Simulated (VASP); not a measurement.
# PtS2 (P-3m1) in VASP: single point with PBE

Aim: the single point of PtS2 with PBE.

Everything below comes from runs of VASP 6.6.1. Logs are shortened: lines on timing, memory, paths and dates and some standing lists are left out, and cuts for length are marked.

### Step 1. The cell of the first run

The structure is trigonal, space group P-3m1 (No. 164). Conventional cell: a = 3.580 Å, b = 3.580 Å, c = 4.936 Å, α = 90.00°, β = 90.00°, γ = 120.00°. Within 3.2 Å of Pt (site symmetry -3m) lie 6 S at 2.40 Å. S (site symmetry 3m) has 3 Pt at 2.40 Å and 6 S at 3.19 to 3.25 Å within 3.3 Å.

### Step 2. Single point, PBE, non-collinear spin, zero start, spin-orbit coupling

Input file INCAR:

```
SYSTEM = PtS2
  PREC = Accurate
  ENCUT = 520
  EDIFF = 1E-7
  ISMEAR = 0
  SIGMA = 0.05
  LREAL = .False.
  LASPH = .True.
  NELM = 150
  ALGO = Normal
  ISIF = 2
  LWAVE = .False.
  LCHARG = .False.
  MAGMOM = 0 0 0 0 0 0 0 0 0
  LORBIT = 11
  LSORBIT = .True.
  GGA_COMPAT = .False.
  LORBMOM = .True.
  LMAXMIX = 4
  GGA = PE
  NBANDS = 35
```

Input file KPOINTS:

```
Automatic mesh
0
Gamma
  8 8 6
  0 0 0
```

Input file POSCAR:

```
PtS2
1.0
    3.5799959663      0.0000000001      0.0000000000
   -1.7899979833      3.1003674522      0.0000000000
    0.0000000000      0.0000000000      4.9357513829
Pt S
1 2
Direct
    0.0000000000      0.0000000000      0.0000000000
    0.3333333333      0.6666666667      0.2455451524
    0.6666666667      0.3333333333      0.7544548476
```

Potentials or basis: VASP PAW PBE potentials, release 64 (Pt, S).

On the command line:

```console
> cat potpaw_PBE.64/Pt/POTCAR potpaw_PBE.64/S/POTCAR > POTCAR
> mpirun -np 1 vasp_ncl > vasp.out
```

OUTCAR:

```text
SYSTEM = PtS2
   PREC = Accurate
   ENCUT = 520
   EDIFF = 1E-7
   ISMEAR = 0
   LREAL = .False.
   LASPH = .True.
   NELM = 150
   ISIF = 2
   LORBIT = 11
   LSORBIT = .True.
   GGA = PE

 ion  position               nearest neighbor table
   1  0.000  0.000  0.000-   2 2.40   3 2.40   3 2.40   2 2.40   3 2.40   2 2.40
   2  0.333  0.667  0.246-   1 2.40   1 2.40   1 2.40
   3  0.667  0.333  0.754-   1 2.40   1 2.40   1 2.40

  LATTYP: Found a hexagonal cell.
 ALAT       =     3.5799959663
 C/A-ratio  =     1.3787030570

  Lattice vectors:

 A1 = (   3.5799959663,   0.0000000001,   0.0000000000)
 A2 = (  -1.7899979833,   3.1003674522,   0.0000000000)
 A3 = (   0.0000000000,   0.0000000000,   4.9357513829)

Analysis of symmetry for initial positions (statically):
=====================================================================
 Subroutine PRICEL returns:
 Original cell was already a primitive cell.

 Routine SETGRP: Setting up the symmetry group for a
 hexagonal supercell.

 Subroutine GETGRP returns: Found 12 space group operations
 (whereof 12 operations were pure point group operations)
 out of a pool of 24 trial point group operations.

The static configuration has the point symmetry D_3d.

Analysis of symmetry for dynamics (positions and initial velocities):
=====================================================================
 Subroutine PRICEL returns:
 Original cell was already a primitive cell.

 Routine SETGRP: Setting up the symmetry group for a
 hexagonal supercell.

 Subroutine GETGRP returns: Found 12 space group operations
 (whereof 12 operations were pure point group operations)
 out of a pool of 24 trial point group operations.

The dynamic configuration has the point symmetry D_3d.

Analysis of structural, dynamic, and magnetic symmetry:
=====================================================================
 Subroutine PRICEL returns:
 Original cell was already a primitive cell.

 Routine SETGRP: Setting up the symmetry group for a
 hexagonal supercell.

 Subroutine GETGRP returns: Found 12 space group operations
 (whereof 12 operations were pure point group operations)
 out of a pool of 24 trial point group operations.

The overall configuration has the point symmetry D_3d.

 Subroutine INISYM returns: Found 12 space group operations
 (whereof 12 operations are pure point group operations),
 and found     1 'primitive' translations

----------------------------------------------------------------------------------------

                                     Primitive cell

  volume of cell :      54.7834

  direct lattice vectors                    reciprocal lattice vectors
     3.579995966  0.000000000  0.000000000     0.279329924  0.161271207  0.000000000
    -1.789997983  3.100367452  0.000000000    -0.000000000  0.322542413  0.000000000
     0.000000000  0.000000000  4.935751383     0.000000000  0.000000000  0.202603398

  length of vectors
     3.579995966  3.579995966  4.935751383     0.322542413  0.322542413  0.202603398

  position of ions in fractional coordinates (direct lattice)
     0.000000000  0.000000000  0.000000000
     0.333333333  0.666666667  0.245545152
     0.666666667  0.333333333  0.754454848

  ion indices of the primitive-cell ions
   primitive index   ion index
                 1           1
                 2           2
                 3           3

----------------------------------------------------------------------------------------

 KPOINTS: Automatic mesh

Automatic generation of k-mesh.
 Grid dimensions read from file:
 generate k-points for:    8    8    6

 Generating k-lattice:

  Cartesian coordinates                     Fractional coordinates (reciprocal lattice)
     0.034916240  0.020158901  0.000000000     0.125000000  0.000000000  0.000000000
    -0.000000000  0.040317802  0.000000000     0.000000000  0.125000000  0.000000000
     0.000000000  0.000000000  0.033767233     0.000000000  0.000000000  0.166666667

[... 99 lines left out ...]

 number of electron      21.9999997 magnetization      -0.0000000     -0.0000000     -0.0000000

 Free energy of the ion-electron system (eV)
  ---------------------------------------------------
  ext. energy  EPLUGINS =         0.00000000
  ---------------------------------------------------
  free energy    TOTEN  =       -15.76753067 eV

  energy without entropy =      -15.76753067  energy(sigma->0) =      -15.76753067

 E-fermi :   7.2150     XC(G=0): -10.6866

 val. band max:        6.9317506817   @ k =   0.0000   0.0000   0.0000
 cond. band min:       7.4992140732   @ k =   0.0000   0.2500   0.3333
 fundamental gap:      0.5674633915
 Fermi energy:         7.2149813419

 k-point     1 :       0.0000    0.0000    0.0000
  band No.  band energies     occupation
      1      -8.4545      1.00000
      2      -8.4545      1.00000
      3      -5.4601      1.00000
      4      -5.4601      1.00000
      5      -0.1902      1.00000
      6      -0.1902      1.00000
[... 877 lines left out ...]
     33      15.8224      0.00000
     34      15.8224      0.00000

 [... further k-points ...]

 [bands above 34 left out]

------------------------ aborting loop because EDIFF is reached ----------------------------------------

  FORCE on cell =-STRESS in cart. coord.  units (eV):
  Direction    XX          YY          ZZ          XY          YZ          ZX
  --------------------------------------------------------------------------------------
  -------------------------------------------------------------------------------------
  Total        0.8432152      0.8432152      0.9461083     -0.0000000      0.0000000      0.0000000
  in kB       24.6603938     24.6603938     27.6695716     -0.0000000      0.0000000      0.0000000
  external PRESSURE =      25.6634530 kB  Pullay stress =       0.0000000 kB

 VOLUME and BASIS-vectors are now :
 -----------------------------------------------------------------------------
  energy-cutoff  :      520.00
  volume of cell :       54.78
      direct lattice vectors                 reciprocal lattice vectors
     3.579995966  0.000000000  0.000000000     0.279329924  0.161271207  0.000000000
    -1.789997983  3.100367452  0.000000000    -0.000000000  0.322542413  0.000000000
     0.000000000  0.000000000  4.935751383     0.000000000  0.000000000  0.202603398

 POSITION                                       TOTAL-FORCE (eV/Angst)
 -----------------------------------------------------------------------------------
      0.00000      0.00000      0.00000        -0.000000     -0.000000      0.000000
     -0.00000      2.06691      1.21195        -0.000000      0.000000      0.017201
      1.79000      1.03346      3.72380         0.000000     -0.000000     -0.017201
 -----------------------------------------------------------------------------------
    total drift:                               -0.000000      0.000000      0.000000

  FREE ENERGIE OF THE ION-ELECTRON SYSTEM (eV)
  ---------------------------------------------------
  free  energy   TOTEN  =       -15.7675306705 eV

  energy  without entropy=      -15.7675306705  energy(sigma->0) =      -15.76753067

 orbital moment (x)

 # of ion     p       d       tot
 ----------------------------------------
  1        -0.000   0.000   0.000
  2         0.000   0.000   0.000
  3         0.000   0.000   0.000
 ----------------------------------------
            0.000   0.000   0.000

 orbital moment (y)

 # of ion     p       d       tot
 ----------------------------------------
  1         0.000   0.000   0.000
  2         0.000   0.000   0.000
  3        -0.000   0.000  -0.000
 ----------------------------------------
           -0.000   0.000  -0.000

 orbital moment (z)

 # of ion     p       d       tot
 ----------------------------------------
  1         0.000  -0.000  -0.000
  2         0.000   0.000   0.000
  3         0.000   0.000   0.000
 ----------------------------------------
            0.000  -0.000  -0.000

 Spin-Orbit-Coupling matrix elements

 Ion:    1  E_soc:     -0.7693410
 l=   1
     0.0000000    -0.0339654    -0.0359325
    -0.0339654     0.0000000    -0.0339654
    -0.0359325    -0.0339654     0.0000000
 l=   2
     0.0000000    -0.0210244     0.0000000    -0.0210244    -0.0703658
    -0.0210244     0.0000000    -0.0504923    -0.0253590    -0.0210244
     0.0000000    -0.0504923     0.0000000    -0.0504923     0.0000000
    -0.0210244    -0.0253590    -0.0504923     0.0000000    -0.0210244
    -0.0703658    -0.0210244     0.0000000    -0.0210244     0.0000000
 l=   3
     0.0000000     0.0000000     0.0000000     0.0000000     0.0000000     0.0000000     0.0000000
     0.0000000     0.0000000     0.0000000     0.0000000     0.0000000     0.0000000     0.0000000
     0.0000000     0.0000000     0.0000000     0.0000000     0.0000000     0.0000000     0.0000000
     0.0000000     0.0000000     0.0000000     0.0000000     0.0000000     0.0000000     0.0000000
[... 29 lines left out ...]
 l=   2
     0.0000000     0.0000000     0.0000000     0.0000000     0.0000000
     0.0000000     0.0000000     0.0000000     0.0000000     0.0000000
     0.0000000     0.0000000     0.0000000     0.0000000     0.0000000
     0.0000000     0.0000000     0.0000000     0.0000000     0.0000000
     0.0000000     0.0000000     0.0000000     0.0000000     0.0000000
 l=   3
     0.0000000     0.0000000     0.0000000     0.0000000     0.0000000     0.0000000     0.0000000
     0.0000000     0.0000000     0.0000000     0.0000000     0.0000000     0.0000000     0.0000000
     0.0000000     0.0000000     0.0000000     0.0000000     0.0000000     0.0000000     0.0000000
     0.0000000     0.0000000     0.0000000     0.0000000     0.0000000     0.0000000     0.0000000
     0.0000000     0.0000000     0.0000000     0.0000000     0.0000000     0.0000000     0.0000000
     0.0000000     0.0000000     0.0000000     0.0000000     0.0000000     0.0000000     0.0000000
     0.0000000     0.0000000     0.0000000     0.0000000     0.0000000     0.0000000     0.0000000

 total charge

# of ion       s       p       d       tot
------------------------------------------
    1        0.693   0.785   7.950   9.429
    2        1.364   2.269   0.000   3.634
    3        1.364   2.269   0.000   3.634
--------------------------------------------------
tot          3.422   5.324   7.950  16.696

 magnetization (x)

# of ion       s       p       d       tot
------------------------------------------
    1        0.000   0.000  -0.000  -0.000
    2        0.000   0.000   0.000   0.000
    3        0.000   0.000   0.000   0.000
--------------------------------------------------
tot          0.000   0.000  -0.000   0.000

 magnetization (y)

# of ion       s       p       d       tot
------------------------------------------
    1        0.000  -0.000   0.000   0.000
    2        0.000  -0.000   0.000  -0.000
    3       -0.000   0.000   0.000   0.000
--------------------------------------------------
tot         -0.000  -0.000   0.000  -0.000

 magnetization (z)

# of ion       s       p       d       tot
------------------------------------------
    1       -0.000  -0.000   0.000   0.000
    2        0.000   0.000   0.000   0.000
    3        0.000   0.000   0.000   0.000
--------------------------------------------------
tot         -0.000  -0.000   0.000   0.000
```

Wall time 6.6 min (1 thread of Intel Xeon 8259CL, shared host); peak memory 0.38 GiB.

Results:

- Free energy: -15.7675 eV
- Pressure: 2.6 GPa
- Largest force: 0.017 eV/Å
- Net moment: 0.00 μB per cell
- Valence electrons inside the program's atomic spheres: Pt 9.43; S 3.63

Forces on the atoms (eV/Å):
```
Pt   0.000  0.000  0.000
S    0.000  0.000  0.017
S    0.000  0.000 -0.017
```

Moments on the atoms (μB; x, y, z):
```
Pt  0.00 0.00 0.00
S   0.00 0.00 0.00
S   0.00 0.00 0.00
```
